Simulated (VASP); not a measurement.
# Si16H5Cl in VASP: notebook

The runs below take Si16H5Cl through single point, with PBE+D3(BJ).

All numbers are computed with VASP 6.6.1; they aren't measurements. Logs are shortened: lines on timing, memory, paths and dates and some standing lists are left out, and cuts for length are marked.

**1. The cell of the first run**

The cell holds a slab with vacuum, 22 atoms: a = 7.679 Å, b = 7.679 Å, c = 18.419 Å, α = 90.00°, β = 90.00°, γ = 60.00°.

**2. Single point, PBE+D3(BJ)**

INCAR

```
SYSTEM = Si16H5Cl
PREC = Accurate ; ENCUT = 520
EDIFF = 1E-6 ; ISMEAR = 0
SIGMA = 0.02 ; LREAL = Auto
LASPH = .True. ; NELM = 60
ALGO = Normal ; ISIF = 2
LWAVE = .False. ; LCHARG = .True.
GGA = PE ; IVDW = 12
LELF = .True. ; LVHAR = .True.
NBANDS = 55
```

KPOINTS

```
regular mesh
0
Gamma
  2 2 1
  0 0 0
```

POSCAR

```
Si16H5Cl
1.0
    7.6791800000      0.0000000000      0.0000000000
    3.8395900000      6.6503650000      0.0000000000
    0.0000000000      0.0000000000     18.4187650000
H Si Cl
5 16 1
Direct
    0.1666666792      0.1666666416      0.0542924566
    0.6666666792      0.1666666416      0.0542924566
    0.1666666416      0.6666667168      0.0542924566
    0.6666666416      0.6666667168      0.0542924566
   -0.0292108355     -0.0429722278      0.2755530026
    0.1666666792      0.1666666416      0.1357311416
    0.6666666792      0.1666666416      0.1357311416
    0.1666666416      0.6666667168      0.1357311416
    0.6666666416      0.6666667168      0.1357311416
   -0.1655863149      0.3340291849      0.1750197692
    0.3321937974      0.3340270797      0.1758135250
   -0.1686521930      0.8336592052      0.1775823732
    0.3371722754      0.8272058752      0.1822567365
   -0.1784349356      0.3628067031      0.3010109527
    0.3278460515      0.3524689246      0.3024443278
   -0.1952489955      0.8667800940      0.3054615225
    0.3118387835      0.9042186406      0.3153304252
   -0.0249348847      0.0378687486      0.3573319384
    0.4953785272      0.0447594982      0.3707142688
   -0.0086805627      0.5292858362      0.3417878995
    0.4714904973      0.5583386777      0.3127307938
   -0.0062255718      0.5098414899      0.4553033822
```

Potentials or basis: VASP PAW PBE potentials, release 64 (H, Si, Cl).

Started as:

```
$ cat potpaw_PBE.64/H/POTCAR potpaw_PBE.64/Si/POTCAR potpaw_PBE.64/Cl/POTCAR > POTCAR
$ mpirun -np 1 vasp_std > vasp.out
```

OUTCAR:

```text
SYSTEM = Si16H5Cl
   PREC = Accurate
   ENCUT = 520
   EDIFF = 1E-6
   ISMEAR = 0
   LREAL = Auto
   LASPH = .True.
   NELM = 60
   ISIF = 2
   GGA = PE
   IVDW = 12
 IVDW          = 12

 ion  position               nearest neighbor table
   1  0.167  0.167  0.054-   6 1.50
   2  0.667  0.167  0.054-   7 1.50
   3  0.167  0.667  0.054-   8 1.50
   4  0.667  0.667  0.054-   9 1.50
   5  0.971  0.957  0.276-  18 1.64  16 1.81
   6  0.167  0.167  0.136-   1 1.50  10 2.33  11 2.33  13 2.41
   7  0.667  0.167  0.136-   2 1.50  10 2.34  11 2.34  12 2.34
   8  0.167  0.667  0.136-   3 1.50  11 2.33  12 2.36  13 2.36
   9  0.667  0.667  0.136-   4 1.50  10 2.33  12 2.34  13 2.35
  10  0.834  0.334  0.175-   6 2.33   9 2.33  14 2.33   7 2.34
  11  0.332  0.334  0.176-   8 2.33   6 2.33  15 2.34   7 2.34
  12  0.831  0.834  0.178-   9 2.34   7 2.34   8 2.36  16 2.37
  13  0.337  0.827  0.182-   9 2.35   8 2.36   6 2.41  17 2.51  21 3.00
  14  0.822  0.363  0.301-  10 2.33  21 2.34  20 2.36  18 2.40
  15  0.328  0.352  0.302-  11 2.34  21 2.34  20 2.35  19 2.40
  16  0.805  0.867  0.305-   5 1.81  20 2.35  12 2.37  19 2.39  18 2.46
  17  0.312  0.904  0.315-  21 2.30  18 2.38  19 2.39  13 2.51
  18  0.975  0.038  0.357-   5 1.64  17 2.38  14 2.40  16 2.46
  19  0.495  0.045  0.371-  16 2.39  17 2.39  15 2.40
  20  0.991  0.529  0.342-  22 2.10  16 2.35  15 2.35  14 2.36
  21  0.471  0.558  0.313-  17 2.30  14 2.34  15 2.34  13 3.00
  22  0.994  0.510  0.455-  20 2.10

  LATTYP: Found a hexagonal cell.
 ALAT       =     7.6791800344
 C/A-ratio  =     2.3985327753

  Lattice vectors:

 A1 = (  -3.8395900000,  -6.6503650000,   0.0000000000)
 A2 = (   7.6791800000,   0.0000000000,   0.0000000000)
 A3 = (   0.0000000000,   0.0000000000,  18.4187650000)

Analysis of symmetry for initial positions (statically):
=====================================================================
 Subroutine PRICEL returns:
 Original cell was already a primitive cell.

 Routine SETGRP: Setting up the symmetry group for a
 hexagonal supercell.

 Subroutine GETGRP returns: Found  1 space group operations
 (whereof  1 operations were pure point group operations)
 out of a pool of 24 trial point group operations.

The static configuration has the point symmetry C_1 .

Analysis of symmetry for dynamics (positions and initial velocities):
=====================================================================
 Subroutine PRICEL returns:
 Original cell was already a primitive cell.

 Routine SETGRP: Setting up the symmetry group for a
 hexagonal supercell.

 Subroutine GETGRP returns: Found  1 space group operations
 (whereof  1 operations were pure point group operations)
 out of a pool of 24 trial point group operations.

The dynamic configuration has the point symmetry C_1 .

 Subroutine INISYM returns: Found  1 space group operations
 (whereof  1 operations are pure point group operations),
 and found     1 'primitive' translations

----------------------------------------------------------------------------------------

                                     Primitive cell

  volume of cell :     940.6344

  direct lattice vectors                    reciprocal lattice vectors
     7.679180000  0.000000000  0.000000000     0.130222237 -0.075183843  0.000000000
     3.839590000  6.650365000  0.000000000     0.000000000  0.150367687  0.000000000
     0.000000000  0.000000000 18.418765000     0.000000000  0.000000000  0.054292457

  length of vectors
     7.679180000  7.679180034 18.418765000     0.150367687  0.150367687  0.054292457

  position of ions in fractional coordinates (direct lattice)
     0.166666679  0.166666642  0.054292457
     0.666666679  0.166666642  0.054292457
     0.166666642  0.666666717  0.054292457
     0.666666642  0.666666717  0.054292457
     0.970789164  0.957027772  0.275553003
     0.166666679  0.166666642  0.135731142
[... 14 lines left out ...]
     0.471490497  0.558338678  0.312730794
     0.993774428  0.509841490  0.455303382

  ion indices of the primitive-cell ions
   primitive index   ion index
                 1           1
                 2           2
                 3           3
                 4           4
                 5           5
                 6           6
[... 14 lines left out ...]
                21          21
                22          22

----------------------------------------------------------------------------------------

 KPOINTS: regular mesh

Automatic generation of k-mesh.
 Grid dimensions read from file:
 generate k-points for:    2    2    1

 Generating k-lattice:

  Cartesian coordinates                     Fractional coordinates (reciprocal lattice)
     0.065111119 -0.037591922  0.000000000     0.500000000 -0.000000000  0.000000000
     0.000000000  0.075183843  0.000000000     0.000000000  0.500000000  0.000000000
     0.000000000  0.000000000  0.054292457     0.000000000  0.000000000  1.000000000

  Length of vectors
     0.075183844  0.075183843  0.054292457

  Shift w.r.t. Gamma in fractional coordinates (k-lattice)
     0.000000000  0.000000000  0.000000000

 Subroutine IBZKPT returns following result:
 ===========================================

 Found      4 irreducible k-points:

 Following reciprocal coordinates:
            Coordinates               Weight
  0.000000  0.000000  0.000000      1.000000
  0.500000  0.000000  0.000000      1.000000
  0.500000  0.500000  0.000000      1.000000
  0.000000  0.500000  0.000000      1.000000
   k-points           NKPTS =      4   k-points in BZ     NKDIM =      4   number of bands    NBANDS=     55
   number of dos      NEDOS =    301   number of ions     NIONS =     22
   total plane-waves  NPLWV = 504000
   dimension x,y,z NGX =    60 NGY =   60 NGZ =  140
   dimension x,y,z NGXF=   120 NGYF=  120 NGZF=  280
   ions per type =               5  16   1
   NGX,Y,Z   is equivalent  to a cutoff of  12.99, 12.99, 12.64 a.u.
   NGXF,Y,Z  is equivalent  to a cutoff of  25.98, 25.98, 25.27 a.u.
 SYSTEM =  Si16H5Cl
   PREC   = accura    normal or accurate (medium, high low for compatibility)
   ISTART =      0    job   : 0-new  1-cont  2-samecut
   ICHARG =      2    charge: 1-file 2-atom 10-const
   ISPIN  =      1    spin polarized calculation?
   LNONCOLLINEAR =      F non collinear calculations
   LSORBIT =      F    spin-orbit coupling
   LASPH  =      T    aspherical Exc in radial PAW
   ENCUT  =  520.0 eV  38.22 Ry    6.18 a.u.  14.28 14.28 34.25*2*pi/ulx,y,z
   NELM   =     60;   NELMIN=  2; NELMDL= -5     # of ELM steps
   EDIFF  = 0.1E-05   stopping-criterion for ELM
   LREAL  =      T    real-space projection
   EDIFFG = 0.1E-04   stopping-criterion for IOM
   NSW    =      0    number of steps for IOM
   IBRION =     -1    ionic relax: 0-MD 1-quasi-New 2-CG
   NFREE  =      0    steps in history (QN), initial steepest desc. (CG)
   ISIF   =      2    stress and relaxation
   ISYM   =      2    0-nonsym 1-usesym 2-fastsym
   POTIM  = 0.5000    time-step for ionic-motion
   TEBEG  =    0.0;   TEEND  =   0.0 temperature during run
   PSTRESS=    0.0 pullay stress
   NELECT =      76.0000    total number of electrons
   NUPDOWN=      -1.0000    fix difference up-down
   EMIN   =  10.00;   EMAX   =-10.00  energy-range for DOS
   EFERMI =   0.00;   METHOD = LEGACY
   ISMEAR =     0;   SIGMA  =   0.02  broadening in eV -4-tet -1-fermi 0-gaus
   EFERMI_NEDOS =   21; number of points for ismear=-14 and -15
   IALGO  =     38    algorithm
   IMIX   =      4    mixing-type and parameters
     AMIX     =   0.40;   BMIX     =  1.00
     AMIX_MAG =   1.60;   BMIX_MAG =  1.00
  volume/ion in A,a.u.               =      42.76       288.53
  Fermi-wavevector in a.u.,A,eV,Ry     =   0.707738  1.337431  6.815061  0.500893
  Thomas-Fermi vector in A             =   1.793866
   LORBIT       =      0    0 simple, 1 ext, 2 COOP (PROOUT), +10 PAW based schemes
   GGA     = PE    functional components
   LHFCALC =     F    Hartree Fock is set to
   AEXX    =    0.0000 exact exchange contribution
   IVDW    =    12    specifies the selected vdW correction
   LEPSILON=     F    determine dielectric tensor
   LRPA    =     F    only Hartree local field effects (RPA)
 non-spin polarized calculation
 Gauss-broadening in eV      SIGMA  =   0.02
  energy-cutoff  :      520.00
  volume of cell :      940.63
 maximum number of plane-waves:     25382
 NGX is ok and might be reduce to    60
   NGX = 29   NGY = 29   NGZ = 69

 number of electron      76.0000002 magnetization

 Free energy of the ion-electron system (eV)
  ---------------------------------------------------
  ext. energy  EPLUGINS =         0.00000000
  ---------------------------------------------------
  free energy    TOTEN  =      -101.87372325 eV

  energy without entropy =     -101.87372325  energy(sigma->0) =     -101.87372325

 E-fermi :  -1.1092     XC(G=0):  -4.3623

 val. band max:       -1.2182983593   @ k =   0.0000   0.0000   0.0000
 cond. band min:      -0.6667673866   @ k =   0.0000   0.0000   0.0000
 fundamental gap:      0.5515309727
 Fermi energy:        -1.1092005846

 k-point     1 :       0.0000    0.0000    0.0000
  band No.  band energies     occupation
      1     -16.8014      2.00000
      2     -12.6626      2.00000
      3     -11.4021      2.00000
      4     -10.6501      2.00000
      5     -10.3587      2.00000
      6     -10.2866      2.00000
[... 42 lines left out ...]
     49       1.6112      0.00000
     50       1.7691      0.00000

 k-point     2 :       0.5000    0.0000    0.0000
  band No.  band energies     occupation
      1     -16.8009      2.00000
      2     -12.0925      2.00000
      3     -11.8575      2.00000
      4     -10.9403      2.00000
      5     -10.5787      2.00000
      6     -10.4888      2.00000
[... 42 lines left out ...]
     49       2.6261      0.00000
     50       2.6860      0.00000

 k-point     3 :       0.5000    0.5000    0.0000
  band No.  band energies     occupation
      1     -16.8009      2.00000
      2     -12.1261      2.00000
      3     -11.7777      2.00000
      4     -10.9952      2.00000
      5     -10.6022      2.00000
      6     -10.5527      2.00000
[... 42 lines left out ...]
     49       2.6149      0.00000
     50       2.6875      0.00000

 k-point     4 :       0.0000    0.5000    0.0000
  band No.  band energies     occupation
      1     -16.8008      2.00000
      2     -12.0636      2.00000
      3     -11.8934      2.00000
      4     -10.8933      2.00000
      5     -10.6098      2.00000
      6     -10.5468      2.00000
[... 42 lines left out ...]
     49       2.6705      0.00000
     50       2.7457      0.00000
 [bands above 50 left out]

------------------------ aborting loop because EDIFF is reached ----------------------------------------

 Edisp (eV)   -4.08611

 E8    (eV) :    -1.7157

  FORCE on cell =-STRESS in cart. coord.  units (eV):
  Direction    XX          YY          ZZ          XY          YZ          ZX
  --------------------------------------------------------------------------------------
  -------------------------------------------------------------------------------------
  Total       0.85205    -1.88072    -0.25003    -0.20551    -0.01088     0.23595
  in kB       1.45129    -3.20342    -0.42588    -0.35005    -0.01853     0.40189
  external pressure =       -0.73 kB  Pullay stress =        0.00 kB

 VOLUME and BASIS-vectors are now :
 -----------------------------------------------------------------------------
  energy-cutoff  :      520.00
  volume of cell :      940.63
      direct lattice vectors                 reciprocal lattice vectors
     7.679180000  0.000000000  0.000000000     0.130222237 -0.075183843  0.000000000
     3.839590000  6.650365000  0.000000000     0.000000000  0.150367687  0.000000000
     0.000000000  0.000000000 18.418765000     0.000000000  0.000000000  0.054292457

 POSITION                                       TOTAL-FORCE (eV/Angst)
 -----------------------------------------------------------------------------------
      1.91979      1.10839      1.00000         0.005200     -0.167912     -0.055235
      5.75938      1.10839      1.00000         0.014735      0.029542     -0.047855
      3.83959      4.43358      1.00000         0.053498      0.130489     -0.061837
      7.67918      4.43358      1.00000        -0.064808      0.119221     -0.059822
     11.12946      6.36458      5.07535         0.033652      0.035676     -0.076338
      1.91979      1.10839      2.50000         0.074997     -0.288687      0.201067
[... 14 lines left out ...]
      5.76445      3.71316      5.76011         0.013199     -0.002093      0.002844
      9.58895      3.39063      8.38613         0.009848      0.000354     -0.035222
 -----------------------------------------------------------------------------------
    total drift:                                0.002091     -0.001043      0.004104

  FREE ENERGIE OF THE ION-ELECTRON SYSTEM (eV)
  ---------------------------------------------------
  free  energy   TOTEN  =      -105.9598286320 eV

  energy  without entropy=     -105.9598286320  energy(sigma->0) =     -105.95982863
```

It took 7.4 min on 1 thread of Intel Xeon 6975P-C (Granite Rapids), shared host; peak memory 0.96 GiB.

Results:

| Property | Result |
| --- | --- |
| Free energy | -105.9598 eV |
| Largest force | 0.360 eV/Å |
| Band gap on the k mesh | 0.55 eV |
| Dispersion energy per atom | -0.186 eV |

Forces in eV/Å, atoms in the order of the input:
```
H    0.005 -0.168 -0.055
H    0.015  0.030 -0.048
H    0.053  0.130 -0.062
H   -0.065  0.119 -0.060
H    0.034  0.036 -0.076
Si   0.075 -0.289  0.201
Si  -0.053  0.012  0.010
Si  -0.121  0.071  0.195
Si   0.009  0.038 -0.068
Si  -0.007 -0.003  0.003
Si   0.006 -0.009  0.009
Si  -0.003  0.008 -0.009
Si   0.006  0.001  0.003
Si   0.011  0.018 -0.005
Si  -0.002  0.010 -0.016
Si   0.031  0.003  0.007
Si  -0.011 -0.007 -0.005
Si  -0.022 -0.008 -0.047
Si   0.002  0.005  0.002
Si   0.013  0.003  0.053
Si   0.013 -0.002  0.003
Cl   0.010  0.000 -0.035
```

Caveat: the k points lie up to 0.47 Å⁻¹ apart; there is no dipole correction, which matters where the two faces differ.

**3. Single point, PBE+D3(BJ)**

INCAR

```
SYSTEM = Si16H5Cl
PREC = Accurate
ENCUT = 520
EDIFF = 1E-6
ISMEAR = 0
SIGMA = 0.02
LREAL = Auto
LASPH = .TRUE.
NELM = 80
ALGO = Normal
ISIF = 2
LWAVE = .FALSE.
LCHARG = .FALSE.
GGA = PE
IVDW = 12
NBANDS = 55
```

KPOINTS

```
Automatic mesh
0
G
  2 2 1
  0 0 0
```

POSCAR

```
Si16H5Cl
1.0
    7.6791800000      0.0000000000      0.0000000000
    3.8395900000      6.6503650000      0.0000000000
    0.0000000000      0.0000000000     18.4187650000
H Si Cl
5 16 1
Direct
    0.1666666792      0.1666666416      0.0542924566
    0.6666666792      0.1666666416      0.0542924566
    0.1666667168      0.6666665664      0.0542924566
    0.6666667168      0.6666665664      0.0542924566
    0.0029693004      0.0011697102      0.2248003599
    0.1666666792      0.1666666416      0.1357311416
    0.6666666792      0.1666666416      0.1357311416
    0.1666667168      0.6666665664      0.1357311416
    0.6666667168      0.6666665664      0.1357311416
   -0.1678297336      0.3376034248      0.1745347204
    0.3325026673      0.3336132678      0.1753596943
   -0.1698032677      0.8323466456      0.1782446869
    0.3399486267      0.8276168301      0.1806949597
   -0.1776494494      0.3634950864      0.3021389871
    0.3295815031      0.3384705952      0.3030312293
   -0.2020874022      0.8557904717      0.3062398592
    0.3370365467      0.8804978373      0.3136081599
   -0.0112127718      0.0145835605      0.3070510428
    0.4966722297      0.0342142123      0.3742456674
   -0.0061806639      0.5234846508      0.3440066693
    0.4770046083      0.5388553861      0.3155773473
    0.0032562757      0.5031244150      0.4576602177
```

Potentials or basis: VASP PAW PBE potentials, release 64 (H, Si, Cl).

Started as:

```
$ cat potpaw_PBE.64/H/POTCAR potpaw_PBE.64/Si/POTCAR potpaw_PBE.64/Cl/POTCAR > POTCAR
$ mpirun -np 1 vasp_std > vasp.out
```

Wall time 5.5 min (1 thread of Intel Xeon 6975P-C (Granite Rapids), shared host); peak memory 0.95 GiB.

It converged, with:

| Quantity | Value |
| --- | --- |
| Free energy | -106.4677 eV |
| Largest force | 0.534 eV/Å |
| Band gap on the k mesh | 0.45 eV |
| Dispersion energy per atom | -0.188 eV |

Forces on the atoms (eV/Å):
```
H   -0.011 -0.130 -0.044
H    0.027  0.022 -0.036
H    0.053  0.109 -0.045
H   -0.078  0.081 -0.089
H   -0.002 -0.009  0.005
Si   0.091 -0.225  0.191
Si  -0.060 -0.079  0.129
Si  -0.162  0.098  0.393
Si   0.147  0.137 -0.494
Si   0.011 -0.008  0.007
Si  -0.007 -0.004  0.010
Si  -0.001 -0.003  0.004
Si  -0.002 -0.004 -0.004
Si  -0.005  0.003 -0.007
Si  -0.004 -0.002 -0.005
Si  -0.006 -0.005  0.005
Si   0.000 -0.003  0.019
Si   0.003  0.017 -0.013
Si   0.004 -0.004 -0.017
Si  -0.003 -0.005  0.045
Si   0.003  0.008  0.002
Cl   0.001  0.005 -0.055
```

Levels at points of the mesh, in eV from the valence-band top:
```tsv
k point	band 36	band 37	band 38	band 39	band 40	band 41
(0.00, 0.00, 0.00)	-0.44	-0.06	0.00	0.45	1.23	1.33
(0.50, 0.00, 0.00)	-0.73	-0.62	-0.27	0.69	1.94	2.06
(0.50, 0.50, 0.00)	-0.76	-0.64	-0.25	0.75	1.75	2.17
(0.00, 0.50, 0.00)	-0.76	-0.57	-0.14	0.81	1.96	2.16
```

Caveat: the k points lie up to 0.47 Å⁻¹ apart; there is no dipole correction, which matters where the two faces differ.
